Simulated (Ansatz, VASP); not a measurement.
## One calculation of FeAu, two programs

Contents of INCAR:

```
ALGO     = Fast           # electronic algorithm
EDIFF    = 1E-7           # SCF threshold, eV
ENCUT    = 520            # plane-wave cutoff, eV
GGA      = PE             # functional
ISIF     = 2              # what is computed and relaxed
ISMEAR   = -1             # smearing method
ISPIN    = 2              # spin polarisation
LASPH    = True           # aspherical terms in the spheres
LCHARG   = True           # write CHGCAR
LELF     = True           # ELF
LMAXMIX  = 4              # l up to which the mixer works
LORBIT   = 11             # projections on sites
LREAL    = False          # projectors in reciprocal space
LVHAR    = True         
LWAVE    = False          # write WAVECAR
MAGMOM   = 0 3            # initial moments
NBANDS   = 20             # bands
NELM     = 150            # most SCF steps
PREC     = Accurate       # precision mode
SIGMA    = 0.05           # smearing width, eV
```

Contents of KPOINTS:

```
k-points
0
Gamma
  11 11 11
```

The input POSCAR:

```
FeAu
1.0
    1.4303256123      0.8257988773      4.5282686407
   -1.4303256123      0.8257988773      4.5282686407
    0.0000000000     -1.6515977546      4.5282686407
Au Fe
1 1
Direct
    0.0000000000      0.0000000000      0.0000000000
    0.5000000000      0.5000000000      0.5000000000
```

The input input.yaml:

```yaml
crystal:
  lattice:
    - [1.4303256123, 0.8257988773, 4.5282686407]
    - [-1.4303256123, 0.8257988773, 4.5282686407]
    - [0.0, -1.6515977546, 4.5282686407]
  atoms:
    - { symbol: Au, position: [0.0, 0.0, 0.0] }
    - { symbol: Fe, position: [0.5, 0.5, 0.5], spin: 3.0 }
hamiltonian:
  xc: pbe
  pseudopotentials: { kind: paw }
magnetization:
  spin_polarized: true
kpoints:
  mp_grid: { grid: [11, 11, 11] }
scf:
  occupations: { method: fermi_dirac, width: 0.05 }
output:
  forces: true
  stress: true
  eigenvalues: true
```

Alike in both runs: task single point; functional PBE; k mesh 11 × 11 × 11; occupations fermi-dirac, width 0.05 eV; collinear spin.

|  | VASP | Ansatz |
| --- | --- | --- |
| version | VASP 6.6.1 | Ansatz 0.2.0 |
| potentials or method | VASP PAW PBE potentials, release 64 (Au, Fe) | Ansatz PAW |
| plane-wave cutoff (eV) | 520 | 420 |
| valence electrons in the cell | 19 | 35 |

Ansatz gave:

* gap on the k mesh at the Fermi level (eV): none
* pressure (GPa): -6.0
* traceless stress, the component that is largest in VASP (GPa): 1.16
* net moment per atom (μB): 1.48
* size of the moment on the site where the two differ most (μB): 2.99

Problem. What did VASP give for the same quantities?

Solution. gap on the k mesh at the Fermi level (eV): none; pressure (GPa): -6.2; traceless stress, the component that is largest in VASP (GPa): 1.12; net moment per atom (μB): 1.47; size of the moment on the site where the two differ most (μB): 2.94.

Site moments also hang on the region over which each program counts them. A gap of «none» marks a metal or a gap that the smearing closes. VASP's potentials hold 19 valence electrons a cell and Ansatz's 35, so a difference there can come from the potentials and not from the codes.

Spin-orbit coupling is off throughout.
